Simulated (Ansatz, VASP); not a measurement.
**HgSe in VASP and in Ansatz**

```
Hg Se
1.0
     0.00000    3.06698    3.06698
     3.06698    0.00000    3.06698
     3.06698    3.06698    0.00000
Hg Se
1 1
Cartesian
  0.0000 0.0000 0.0000
  1.5335 1.5335 1.5335
```

Alike in both runs: functional PBEsol; k mesh 12 × 12 × 12; occupations gaussian, width 0.1 eV; no spin polarisation.

Ansatz relaxed the structure, and its values are those at the end. VASP's run is a single point on that final structure, the one shown.

|  | VASP | Ansatz |
| --- | --- | --- |
| version | VASP 6.6.1 | Ansatz 0.2.0 |
| potentials or method | VASP PAW PBE potentials, release 64 (Hg, Se), cutoff 500 eV | scalar-relativistic, plane waves, PAW |
| valence electrons in the cell | 18 | 36 |

Ansatz gave:

| Property | Result |
| --- | --- |
| gap on the k mesh at the Fermi level (eV) | none |
| pressure (GPa) | 0.0 |

Problem. What did VASP give for the same quantities?

Solution. gap on the k mesh at the Fermi level (eV): none; pressure (GPa): 0.3.

VASP's potentials were made for PBE, not for PBEsol. A gap of «none» marks a metal or a gap that the smearing closes. VASP's potentials hold 18 valence electrons a cell and Ansatz's 36, so a difference there can come from the potentials and not from the codes.

Neither program's run includes spin-orbit coupling.
